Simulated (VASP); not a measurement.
# CO in VASP: a series of runs, part 2 of 2

VASP 6.6.1. The steps go on from the part before.

## Step 4: Single point, PBE

The input, INCAR:

```
SYSTEM = CO
PREC     = Accurate       ! precision mode
ENCUT    = 520            ! plane-wave cutoff, eV
EDIFF    = 1E-6           ! SCF threshold, eV
ISMEAR   = -1             ! smearing method
SIGMA    = 0.02           ! smearing width, eV
LREAL    = Auto         
LASPH    = .True.         ! aspherical terms in the spheres
NELM     = 80             ! most SCF steps
ALGO     = Normal         ! electronic algorithm
ISIF     = 2              ! what is computed and relaxed
LWAVE    = .False.        ! write WAVECAR
LCHARG   = .True.         ! write CHGCAR
GGA      = PE             ! functional
LELF     = .True.         ! ELF
LVHAR    = .True.       
NBANDS   = 54             ! bands
```

The input, KPOINTS:

```
regular mesh
0
Gamma
  1 1 1
  0 0 0
```

The input, POSCAR:

```
CO
1.0
    7.1868070000      0.0000000000      0.0000000000
    0.0000000000      7.1868070000      0.0000000000
    0.0000000000      0.0000000000      7.1868070000
O C
8 8
Direct
    0.8195990236     -0.0396838262      0.3774833525
    0.1996853401      0.7722762000      0.2457976122
    0.4343931874      0.2595171959      1.1661228693
    0.5883976013      0.4539985560      0.5475310524
    1.0230551620      0.2144067595      1.1094634933
   -0.0268408488      0.5706150172      0.4226216176
    0.2976843541      0.0258807562      0.5683887156
    0.6580947561      0.8204338867      0.9342813853
    0.7289607193      0.0179078136      0.4993316225
    0.3282264293      0.8693707790      0.2656812685
    0.4124084590      0.3356984541      1.0294418648
    0.5822196144      0.5999187122      0.4954216803
    0.9993450499      0.1821114718      0.9561547986
   -0.1145988754      0.5117432540      0.2969329773
    0.2948179908      0.1319779424      0.6924493729
    0.5165298025      0.7486217454      0.9154830511
```

Potentials or basis: VASP PAW PBE potentials, release 64 (O, C).

Started as:

```bash
> cat potpaw_PBE.64/O/POTCAR potpaw_PBE.64/C/POTCAR > POTCAR
> mpirun -np 1 vasp_gam > vasp.out
```

OUTCAR:

```text
SYSTEM = CO
   PREC = Accurate
   ENCUT = 520
   EDIFF = 1E-6
   ISMEAR = -1
   LREAL = Auto
   LASPH = .True.
   NELM = 80
   ISIF = 2
   GGA = PE

 ion  position               nearest neighbor table
   1  0.820  0.960  0.377-   9 1.17
   2  0.200  0.772  0.246-  10 1.17
   3  0.434  0.260  0.166-  11 1.14
   4  0.588  0.454  0.548-  12 1.11
   5  0.023  0.214  0.109-  13 1.14
   6  0.973  0.571  0.423-  14 1.18
[... 8 lines left out ...]
  15  0.295  0.132  0.692-   7 1.17
  16  0.517  0.749  0.915-   8 1.15

  LATTYP: Found a simple cubic cell.
 ALAT       =     7.1868070000

  Lattice vectors:

 A1 = (   7.1868070000,   0.0000000000,   0.0000000000)
 A2 = (   0.0000000000,   7.1868070000,   0.0000000000)
 A3 = (   0.0000000000,   0.0000000000,   7.1868070000)

Analysis of symmetry for initial positions (statically):
=====================================================================
 Subroutine PRICEL returns:
 Original cell was already a primitive cell.

 Routine SETGRP: Setting up the symmetry group for a
 simple cubic supercell.

 Subroutine GETGRP returns: Found  1 space group operations
 (whereof  1 operations were pure point group operations)
 out of a pool of 48 trial point group operations.

The static configuration has the point symmetry C_1 .

Analysis of symmetry for dynamics (positions and initial velocities):
=====================================================================
 Subroutine PRICEL returns:
 Original cell was already a primitive cell.

 Routine SETGRP: Setting up the symmetry group for a
 simple cubic supercell.

 Subroutine GETGRP returns: Found  1 space group operations
 (whereof  1 operations were pure point group operations)
 out of a pool of 48 trial point group operations.
[... 119 lines left out ...]
   EFERMI =   0.00;   METHOD = LEGACY
   ISMEAR =    -1;   SIGMA  =   0.02  broadening in eV -4-tet -1-fermi 0-gaus
   EFERMI_NEDOS =   21; number of points for ismear=-14 and -15
   IALGO  =     38    algorithm
   IMIX   =      4    mixing-type and parameters
     AMIX     =   0.40;   BMIX     =  1.00
     AMIX_MAG =   1.60;   BMIX_MAG =  1.00
  volume/ion in A,a.u.               =      23.20       156.56
  Fermi-wavevector in a.u.,A,eV,Ry     =   0.981527  1.854817 13.107784  0.963395
  Thomas-Fermi vector in A             =   2.112540
   LORBIT       =      0    0 simple, 1 ext, 2 COOP (PROOUT), +10 PAW based schemes
   GGA     = PE    functional components
[... 5 lines left out ...]
 non-spin polarized calculation
  energy-cutoff  :      520.00
  volume of cell :      371.20
 maximum number of plane-waves:      4970
 NGX is ok and might be reduce to    54
   NGX = 27   NGY = 27   NGZ = 27

 number of electron      80.0000001 magnetization

 Free energy of the ion-electron system (eV)
  ---------------------------------------------------
  ext. energy  EPLUGINS =         0.00000000
  ---------------------------------------------------
  free energy    TOTEN  =      -117.18142286 eV

  energy without entropy =     -117.18142286  energy(sigma->0) =     -117.18142286

 E-fermi :  -4.2688     XC(G=0):  -6.2642

 val. band max:       -4.8143766473   @ k =   0.0000   0.0000   0.0000
 cond. band min:       0.3820030350   @ k =   0.0000   0.0000   0.0000
 fundamental gap:      5.1963796823
 Fermi energy:        -4.2687841917

 k-point     1 :       0.0000    0.0000    0.0000
  band No.  band energies     occupation
      1     -26.3874      2.00000
      2     -25.9630      2.00000
      3     -25.8287      2.00000
      4     -25.7455      2.00000
      5     -25.4247      2.00000
      6     -25.3100      2.00000
[... 44 lines left out ...]
     51       1.6181      0.00000
     52       1.6786      0.00000
 [bands above 52 left out]

------------------------ aborting loop because EDIFF is reached ----------------------------------------

  FORCE on cell =-STRESS in cart. coord.  units (eV):
  Direction    XX          YY          ZZ          XY          YZ          ZX
  --------------------------------------------------------------------------------------
  -------------------------------------------------------------------------------------
  Total        0.1713277      3.8382703     -0.6861412     -1.3088548     -4.9781739     -2.2168354
  in kB        0.7394867     16.5667831     -2.9615300     -5.6492930    -21.4868472     -9.5683286
  external PRESSURE =       4.7815799 kB  Pullay stress =       0.0000000 kB

 VOLUME and BASIS-vectors are now :
 -----------------------------------------------------------------------------
  energy-cutoff  :      520.00
  volume of cell :      371.20
      direct lattice vectors                 reciprocal lattice vectors
     7.186807000  0.000000000  0.000000000     0.139143851  0.000000000  0.000000000
     0.000000000  7.186807000  0.000000000     0.000000000  0.139143851  0.000000000
     0.000000000  0.000000000  7.186807000     0.000000000  0.000000000  0.139143851

 POSITION                                       TOTAL-FORCE (eV/Angst)
 -----------------------------------------------------------------------------------
      5.89030      6.90161      2.71290        -1.407745      1.004941      1.885208
      1.43510      5.55020      1.76650         2.037256      1.650433      0.106027
      3.12190      1.86510      1.19389         0.228892     -0.430739      0.850749
      4.22870      3.26280      3.93500        -0.066086     -3.386253      1.398011
      0.16569      1.54090      0.78669         0.129804     -0.058362      0.378619
      6.99391      4.10090      3.03730        -1.966335     -1.716466     -2.693456
[... 8 lines left out ...]
      2.11880      0.94850      4.97650         0.090264     -1.992049     -2.381093
      3.71220      5.38020      6.57940         0.508461      0.391678     -0.000569
 -----------------------------------------------------------------------------------
    total drift:                               -0.005666      0.003493     -0.008999

  FREE ENERGIE OF THE ION-ELECTRON SYSTEM (eV)
  ---------------------------------------------------
  free  energy   TOTEN  =      -117.1814228553 eV

  energy  without entropy=     -117.1814228553  energy(sigma->0) =     -117.18142286
```

Wall time 34 s (1 thread of Intel Xeon Platinum 8559C (Emerald Rapids), shared host); peak memory 0.34 GiB.

What came out:

| Quantity | Value |
| --- | --- |
| Free energy | -117.1814 eV |
| Pressure | 0.5 GPa |
| Largest force | 3.795 eV/Å |
| Band gap on the k mesh | 5.20 eV |

Forces in eV/Å, atoms in the order of the input:
```
O   -1.408  1.005  1.885
O    2.037  1.650  0.106
O    0.229 -0.431  0.851
O   -0.066 -3.386  1.398
O    0.130 -0.058  0.379
O   -1.966 -1.716 -2.693
O   -0.263  2.119  2.768
O   -0.387 -0.298 -0.048
C    1.515 -0.862 -1.888
C   -1.736 -1.667 -0.832
C    0.096  0.670 -0.737
C   -0.515  3.234 -1.043
C   -0.341 -0.176 -0.554
C    2.077  1.518  2.791
C    0.090 -1.992 -2.381
C    0.508  0.392 -0.001
```

Stress tensor (GPa, compression positive):
```
 0.07 -0.56 -0.96
-0.56  1.66 -2.15
-0.96 -2.15 -0.30
```

Caveat: the k points lie up to 0.87 Å⁻¹ apart.
